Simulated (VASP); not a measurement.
Write the native input for VASP 6.6.1 that does the following.

```yaml
Task: single point
Functional: PBE
Dispersion: D3(BJ)
Potentials_or_basis: VASP PAW PBE potentials, release 64 (O, C, H, Si)
Cutoff: 520 eV
k_mesh: 1 × 1 × 1
Occupations: fermi-dirac, width 0.02 eV
Spin: no spin polarisation
Dipole_correction: no
Further_INCAR_settings: LREAL = Auto; ALGO = Normal; EDIFF = 1e-06; NBANDS = 49
```

The structure of SiH6CO lies in POSCAR:

```
SiH6CO
1.0
    8.4188350000      0.0000000000      0.0000000000
    0.0000000000      8.4188350000      0.0000000000
    0.0000000000      0.0000000000      8.4188350000
O C H Si
3 3 18 3
Direct
    0.3229781793      0.5574049141      0.0894185478
    0.7411714329      0.1739908194      0.8209568188
    0.6924592298      0.6573949959      0.9056359936
    0.3684595315      0.6929699893      0.1094688279
    0.7911189612      0.1456733622      0.6900123354
    0.7101695187      0.5218774332      0.8583848003
    0.2886147549      0.8024031829      0.1099558312
    0.4958286984      0.7198501930      0.1234612628
    0.8266939547      0.2447131937      0.6071980268
    0.7869616164      0.0211430679      0.6491278188
    0.8355312819      0.4734740614      0.8327518000
    0.6120205468      0.4340861889      0.8539186241
    0.2342366848      0.2361609415      0.5088946392
    0.0947755836      0.0124007657      0.5020884719
    0.3673548656     -0.0160117166      0.4459286825
    0.3032010961      0.0265713724      0.6996573754
    0.9484091326      0.5719793772      0.2197810030
    0.7371922600      0.7374773350      0.3664402497
    0.7874961322      0.4777026750      0.4059350255
    1.0084768261      0.6517885194      0.4939281979
    1.0511193057     -0.0538910669      0.2405202145
    1.0384215868      0.1393779543      0.0346841338
    0.8805612653     -0.1267871386      0.0337457617
    0.8024625735      0.0981014594      0.1734919380
    0.2487042447      0.0719220652      0.5445290233
    0.8777936615      0.6219150274      0.3808127847
    0.9426363624      0.0133272597      0.1115831347
```

The input as run:

INCAR

```
ALGO = Normal
EDIFF = 1E-6
ENCUT = 520
GGA = PE
ISIF = 2
ISMEAR = -1
IVDW = 12
LASPH = True
LCHARG = False
LREAL = Auto
LWAVE = False
NBANDS = 49
NELM = 60
PREC = Accurate
SIGMA = 0.02
```

KPOINTS

```
k-points
0
Gamma
  1 1 1
```

Potentials or basis: VASP PAW PBE potentials, release 64 (O, C, H, Si).

Run with:

```console
$ cat potpaw_PBE.64/O/POTCAR potpaw_PBE.64/C/POTCAR potpaw_PBE.64/H/POTCAR potpaw_PBE.64/Si/POTCAR > POTCAR
$ mpirun -np 1 vasp_gam > vasp.out
```

Results of the run:

* Pressure: 0.4 GPa
* Largest force: 1.719 eV/Å
* Dispersion energy per atom: -0.029 eV

Caveat: the k points lie up to 0.75 Å⁻¹ apart; the atoms stand as in a frame of molecular dynamics.

It took 100 s on 1 thread of Intel Xeon 8259CL, with other jobs on the host, peak memory 0.56 GiB.
